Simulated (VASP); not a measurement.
# Ga3BSb2 (P3m1) in VASP: a series of runs, part 2 of 2

VASP 6.6.1. The steps go on from the part before.

## Step 3: Relaxation of cell and atoms, PBE

This run uses another cell than the first one, of 21.89 Å³/atom.

Input file INCAR:

```
SYSTEM = Ga3BSb2
ALGO = Normal ; EDIFF = 1E-6
EDIFFG = -0.001 ; ENCUT = 600
GGA = PE ; IBRION = 2
ISIF = 3 ; ISMEAR = 0
LASPH = .True. ; LCHARG = .False.
LREAL = .False. ; LWAVE = .False.
NELM = 80 ; NSW = 80
PREC = Accurate ; SIGMA = 0.1
```

Input file KPOINTS:

```
k-points
0
Gamma
  12 12 4
  0 0 0
```

Input file POSCAR:

```
Ga3BSb2
1.0
    3.7523459740      0.0000000000      0.0000000000
   -1.8761729870      3.2496269373      0.0000000000
    0.0000000000      0.0000000000     10.7735721428
Ga B Sb
3 1 2
Direct
    0.6666666667      0.3333333333      0.0806985287
    0.6666666667      0.3333333333      0.4343304340
    0.0000000000      0.0000000000      0.5879672837
    0.0000000000      0.0000000000      0.7815990365
    0.3333333333      0.6666666667      0.8502206667
    0.3333333333      0.6666666667      0.2651840704
```

Potentials or basis: VASP PAW PBE potentials, release 64 (Ga_d, B, Sb).

Launch:

```console
> cat potpaw_PBE.64/Ga_d/POTCAR potpaw_PBE.64/B/POTCAR potpaw_PBE.64/Sb/POTCAR > POTCAR
> mpirun -np 1 vasp_std > vasp.out
```

OUTCAR:

```text
SYSTEM = Ga3BSb2
   EDIFF = 1E-6
   EDIFFG = -0.001
   ENCUT = 600
   GGA = PE
   IBRION = 2
   ISIF = 3
   ISMEAR = 0
   LASPH = .True.
   LREAL = .False.
   NELM = 80
   NSW = 80
   PREC = Accurate

 ion  position               nearest neighbor table
   1  0.667  0.333  0.081-   6 2.94   6 2.94   6 2.94   5 3.30   5 3.30   5 3.30
   2  0.667  0.333  0.434-   3 2.73   3 2.73   3 2.73   6 2.83   6 2.83   6 2.83
   3  0.000  0.000  0.588-   4 2.09   2 2.73   2 2.73   2 2.73
   4  0.000  0.000  0.782-   3 2.09   5 2.29   5 2.29   5 2.29
   5  0.333  0.667  0.850-   4 2.29   4 2.29   4 2.29   1 3.30   1 3.30   1 3.30
   6  0.333  0.667  0.265-   2 2.83   2 2.83   2 2.83   1 2.94   1 2.94   1 2.94

  LATTYP: Found a hexagonal cell.
 ALAT       =     3.7523459740
 C/A-ratio  =     2.8711563959

  Lattice vectors:

 A1 = (   3.7523459740,   0.0000000000,   0.0000000000)
 A2 = (  -1.8761729870,   3.2496269373,   0.0000000000)
 A3 = (   0.0000000000,   0.0000000000,  10.7735721428)

Analysis of symmetry for initial positions (statically):
=====================================================================
 Subroutine PRICEL returns:
 Original cell was already a primitive cell.

 Routine SETGRP: Setting up the symmetry group for a
 hexagonal supercell.

 Subroutine GETGRP returns: Found  6 space group operations
 (whereof  6 operations were pure point group operations)
 out of a pool of 24 trial point group operations.

The static configuration has the point symmetry C_3v.

Analysis of symmetry for dynamics (positions and initial velocities):
=====================================================================
 Subroutine PRICEL returns:
 Original cell was already a primitive cell.

 Routine SETGRP: Setting up the symmetry group for a
 hexagonal supercell.

 Subroutine GETGRP returns: Found  6 space group operations
 (whereof  6 operations were pure point group operations)
 out of a pool of 24 trial point group operations.
[... 150 lines left out ...]

 number of electron      52.0000008 magnetization

 Free energy of the ion-electron system (eV)
  ---------------------------------------------------
  ext. energy  EPLUGINS =         0.00000000
  ---------------------------------------------------
  free energy    TOTEN  =       -22.20925398 eV

  energy without entropy =      -22.19916347  energy(sigma->0) =      -22.20420873

------------------------ aborting loop because EDIFF is reached ----------------------------------------

  FORCE on cell =-STRESS in cart. coord.  units (eV):
  Direction    XX          YY          ZZ          XY          YZ          ZX
  --------------------------------------------------------------------------------------
  -------------------------------------------------------------------------------------
  Total        0.1037552      0.1037552      0.0804915      0.0000000      0.0000000      0.0000000
  in kB        1.2653894      1.2653894      0.9816674      0.0000000      0.0000000      0.0000000
  external PRESSURE =       1.1708154 kB  Pullay stress =       0.0000000 kB
[... 101 lines left out ...]
  FREE ENERGIE OF THE ION-ELECTRON SYSTEM (eV)
  ---------------------------------------------------
  free  energy   TOTEN  =       -22.2093846856 eV

  energy  without entropy=      -22.1992502173  energy(sigma->0) =      -22.20431745

[... ionic steps 4 to 57 ...]

--------------------------------------- Ionic step       58  -------------------------------------------

 number of electron      52.0000007 magnetization

------------------------ aborting loop because EDIFF is reached ----------------------------------------
[... 75 lines left out ...]
--------------------------------------- Ionic step       60  -------------------------------------------

 number of electron      52.0000007 magnetization

 Free energy of the ion-electron system (eV)
  ---------------------------------------------------
  ext. energy  EPLUGINS =         0.00000000
  ---------------------------------------------------
  free energy    TOTEN  =       -22.20941423 eV

  energy without entropy =      -22.19924373  energy(sigma->0) =      -22.20432898

 E-fermi :   5.5755     XC(G=0): -10.0398

 val. band max:        5.5304530079   @ k =   0.3333   0.0833   0.0000
 cond. band min:       5.5820807144   @ k =   0.0833  -0.0000   0.0000
 fundamental gap:      0.0516277064
 Fermi energy:         5.5755230630

 k-point     1 :       0.0000    0.0000    0.0000
  band No.  band energies     occupation
      1      -9.3347      2.00000
      2      -9.3347      2.00000
      3      -9.2482      2.00000
      4      -9.2474      2.00000
      5      -9.2474      2.00000
      6      -9.2101      2.00000
[... 805 lines left out ...]
     30       8.8795      0.00000
     31       9.5579      0.00000

 [... further k-points ...]

------------------------ aborting loop because EDIFF is reached ----------------------------------------

  FORCE on cell =-STRESS in cart. coord.  units (eV):
  Direction    XX          YY          ZZ          XY          YZ          ZX
  --------------------------------------------------------------------------------------
  -------------------------------------------------------------------------------------
  Total        0.0009031      0.0009031     -0.0006574      0.0000000      0.0000000      0.0000000
  in kB        0.0109998      0.0109998     -0.0080070      0.0000000      0.0000000      0.0000000
  external PRESSURE =       0.0046642 kB  Pullay stress =       0.0000000 kB
[... 21 lines left out ...]
  FREE ENERGIE OF THE ION-ELECTRON SYSTEM (eV)
  ---------------------------------------------------
  free  energy   TOTEN  =       -22.2094142306 eV

  energy  without entropy=      -22.1992437310  energy(sigma->0) =      -22.20432898

 reached required accuracy - stopping structural energy minimisation
```

OSZICAR:

```text
N       E                     dE             d eps       ncg     rms          rms(c)
DAV:   1     0.409598622848E+03    0.40960E+03   -0.26043E+04  4313   0.257E+03
DAV:   2     0.297679322369E+02   -0.37983E+03   -0.37201E+03  4579   0.587E+02
DAV:   3    -0.210446872365E+02   -0.50813E+02   -0.49964E+02  4993   0.158E+02
[... 256 lines left out ...]
DAV:   2    -0.222094142118E+02   -0.37835E-09   -0.12187E-08  2139   0.125E-03
  59 F= -.22209414E+02 E0= -.22204329E+02  d E =-.126438E-07
       N       E                     dE             d eps       ncg     rms          rms(c)
DAV:   1    -0.222094142298E+02   -0.18387E-07   -0.12012E-07  2139   0.347E-03    0.410E-04
DAV:   2    -0.222094142306E+02   -0.80308E-09   -0.50199E-08  2139   0.316E-03
  60 F= -.22209414E+02 E0= -.22204329E+02  d E =-.314558E-07
```

It took 42 min on 1 thread of Intel Xeon Platinum 8488C (Sapphire Rapids), shared host; peak memory 0.5 GiB.

Results:

```
Free energy                           : -22.2094 eV
Relaxed volume                        : 21.92 Å³/atom
Relaxed cell                          : a = 3.754 Å, b = 3.754 Å, c = 10.777 Å, α = 90.00°, β = 90.00°, γ = 120.00°
Space group after relaxing (to 0.1 Å) : P3m1 (No. 156)
Energy gained by relaxing             : 0.0 meV/atom
Ionic steps                           : 60
Pressure after relaxing               : 0.0 GPa
Band gap on the k mesh                : zero (bands 26 and 27 overlap by 3.94 eV)
```

The path:
```tsv
step	energy change (eV)	largest force (eV/Å)	pressure (GPa)	volume (Å³)
1	0.0000	0.0361	0.12	131.37
3	-0.0001	0.0100	-0.02	131.68
5	-0.0001	0.0048	-0.02	131.65
7	-0.0002	0.0035	0.03	131.60
9	-0.0002	0.0042	-0.03	131.61
11	-0.0002	0.0037	-0.01	131.60
13	-0.0002	0.0041	0.02	131.58
15	-0.0002	0.0039	-0.01	131.59
17	-0.0002	0.0038	-0.01	131.59
19	-0.0002	0.0022	-0.03	131.58
21	-0.0002	0.0041	0.04	131.57
23	-0.0002	0.0015	-0.02	131.57
25	-0.0002	0.0027	0.02	131.57
27	-0.0002	0.0023	-0.01	131.57
29	-0.0002	0.0020	-0.01	131.57
31	-0.0002	0.0018	0.00	131.57
33	-0.0002	0.0026	-0.02	131.56
35	-0.0002	0.0037	-0.02	131.55
37	-0.0002	0.0038	0.00	131.55
39	-0.0002	0.0011	-0.01	131.54
41	-0.0002	0.0067	0.01	131.54
43	-0.0002	0.0020	0.00	131.54
45	-0.0002	0.0019	0.00	131.54
47	-0.0002	0.0016	0.00	131.54
49	-0.0002	0.0016	0.00	131.54
51	-0.0002	0.0017	0.00	131.54
53	-0.0002	0.0017	0.00	131.54
55	-0.0002	0.0018	0.00	131.54
57	-0.0002	0.0018	0.00	131.54
59	-0.0002	0.0013	0.00	131.54
60	-0.0002	0.0008	0.00	131.54
```

Final structure:
```cif
data_structure
_symmetry_space_group_name_H-M 'P 1'
_symmetry_Int_Tables_number 1
_cell_length_a 3.7541
_cell_length_b 3.7541
_cell_length_c 10.7771
_cell_angle_alpha 90.000
_cell_angle_beta 90.000
_cell_angle_gamma 120.000
_cell_volume 131.54
loop_
_atom_site_label
_atom_site_type_symbol
_atom_site_fract_x
_atom_site_fract_y
_atom_site_fract_z
_atom_site_occupancy
Ga1 Ga 0.66667 0.33333 0.08056 1
Ga2 Ga 0.66667 0.33333 0.43434 1
Ga3 Ga 0.00000 0.00000 0.58796 1
B1 B 0.00000 0.00000 0.78143 1
Sb1 Sb 0.33333 0.66667 0.85057 1
Sb2 Sb 0.33333 0.66667 0.26513 1
```

Levels at points of the mesh, in eV from the Fermi level:
| k point | band 23 | band 24 | band 25 | band 26 | band 27 | band 28 | band 29 | band 30 |
| --- | --- | --- | --- | --- | --- | --- | --- | --- |
| (0.00, 0.00, 0.00) | -0.40 | 0.41 | 1.63 | 1.63 | 2.36 | 3.47 | 3.47 | 4.08 |
| (0.50, 0.00, 0.00) | -2.43 | -2.39 | -2.04 | -1.11 | -0.54 | 1.60 | 1.83 | 2.20 |
| (0.00, 0.00, 0.50) | -0.55 | 1.65 | 1.65 | 2.22 | 2.60 | 3.34 | 3.34 | 3.67 |
| (0.50, 0.00, 0.50) | -3.22 | -2.38 | -0.60 | -0.35 | -0.22 | 0.59 | 1.78 | 2.17 |

Caveat: spin-orbit coupling is left out, which moves the levels of the heavy elements.

The gap in the log of VASP goes by the Fermi energy; the results here count the filled bands.